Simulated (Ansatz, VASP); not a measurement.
# One calculation of Si, two programs

Contents of INCAR:

```
PREC = Accurate ; ENCUT = 520
EDIFF = 1E-6 ; ISMEAR = 0
SIGMA = 0.05 ; LREAL = F
LASPH = T ; NELM = 60
ALGO = Normal ; ISIF = 2
LWAVE = F ; LCHARG = T
GGA = PE ; LELF = T
LVHAR = T ; NBANDS = 11
```

The input KPOINTS:

```
regular mesh
0
Gamma
  10 10 10
```

Contents of POSCAR:

```
Si
1.0
    0.0000000000      2.6035260721      2.8000922905
    2.6035260721      0.0000000000      2.8000922905
    2.6035260721      2.6035260721      0.0000000000
Si
2
Direct
    0.5000000000      0.5000000000      0.5000000000
    0.7500000000      0.7500000000      0.7500000000
```

Input for Ansatz:

```yaml
crystal:
  lattice:
    - [0.0, 2.6035260721, 2.8000922905]
    - [2.6035260721, 0.0, 2.8000922905]
    - [2.6035260721, 2.6035260721, 0.0]
  atoms:
    - { symbol: Si, position: [0.5, 0.5, 0.5] }
    - { symbol: Si, position: [0.75, 0.75, 0.75] }
basis:
  ecutwfc: 420
kpoints:
  mp_grid: { grid: [10, 10, 10] }
hamiltonian:
  xc: pbe
  pseudopotentials: { kind: paw, azcp: { folder: soft_1 } }
scf:
  occupations: { method: gaussian, width: 0.05 }
output:
  forces: true
  stress: true
  eigenvalues: true
```

Alike in both runs: task single point; functional PBE; k mesh 10 × 10 × 10; occupations gaussian, width 0.05 eV; no spin polarisation.

```csv
,VASP,Ansatz
version,VASP 6.6.1,Ansatz 0.2.0
potentials or method,"VASP PAW PBE potentials, release 64 (Si), cutoff 520 eV","scalar-relativistic, plane waves, PAW"
valence electrons in the cell,8,8
```

```tsv
	VASP	Ansatz	Ansatz less VASP
gap on the k mesh at the Fermi level (eV)	0.08	0.07	-0.002
least direct gap on the mesh (eV)	2.33	2.33	-0.006
pressure (GPa)	7.5	7.6	+0.08
traceless stress, the component that is largest in VASP (GPa)	-5.27	-5.26	+0.015
```
